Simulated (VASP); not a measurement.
Wanted: the native input for a VASP 6.6.1 run.

```
Task                   : single point
Functional             : PBE
Potentials or basis    : VASP PAW PBE potentials, release 64 (Ca_sv, O)
Cutoff                 : 520 eV
k mesh                 : 9 × 9 × 6
Occupations            : gaussian, width 0.05 eV
Spin                   : no spin polarisation
Dipole correction      : no
Further INCAR settings : ALGO = Normal; EDIFF = 1e-06; NBANDS = 24
```

The structure of CaO lies in POSCAR:

```
CaO
1.0
    3.4840663857      0.0000000000      0.0000000000
   -1.7420331929      3.7802828717      0.0000000000
    0.0000000000      0.0000000000      5.0000688124
Ca O
2 2
Direct
    0.3333333333      0.6666666667      0.7500000000
    0.6666666667      0.3333333333      0.2500000000
    0.3333333333      0.6666666667      0.2500000000
    0.6666666667      0.3333333333      0.7500000000
```

This cell differs from its parent crystal: strain +e along x and -e along y -0.1100, strain +e along z and -e/2 along x and y +0.0400.

The input as run:

INCAR

```
PREC = Accurate ; ENCUT = 520
EDIFF = 1E-6 ; ISMEAR = 0
SIGMA = 0.05 ; LREAL = False
LASPH = True ; NELM = 80
ALGO = Normal ; ISIF = 2
LWAVE = False ; LCHARG = True
GGA = PE ; LELF = True
LVHAR = True ; NBANDS = 24
```

KPOINTS

```
regular mesh
0
Gamma
  9 9 6
```

Potentials or basis: VASP PAW PBE potentials, release 64 (Ca_sv, O).

The run is started by

```console
$ cat potpaw_PBE.64/Ca_sv/POTCAR potpaw_PBE.64/O/POTCAR > POTCAR
$ mpirun -np 1 vasp_std > vasp.out
```

It gave:

* Pressure: 3.7 GPa
* Largest force: 1.302 eV/Å
* Band gap on the k mesh: 3.38 eV, direct

Caveat: the cell differs from its parent crystal (strain +e along x and -e along y -0.1100, strain +e along z and -e/2 along x and y +0.0400); forces of over 1 eV/Å act on the atoms, so gaps and moduli don't describe the material at rest.

It took 88 s on 1 thread of AMD EPYC 9R45 96-Core Processor (Zen 5) (shared host), peak memory 0.24 GiB.
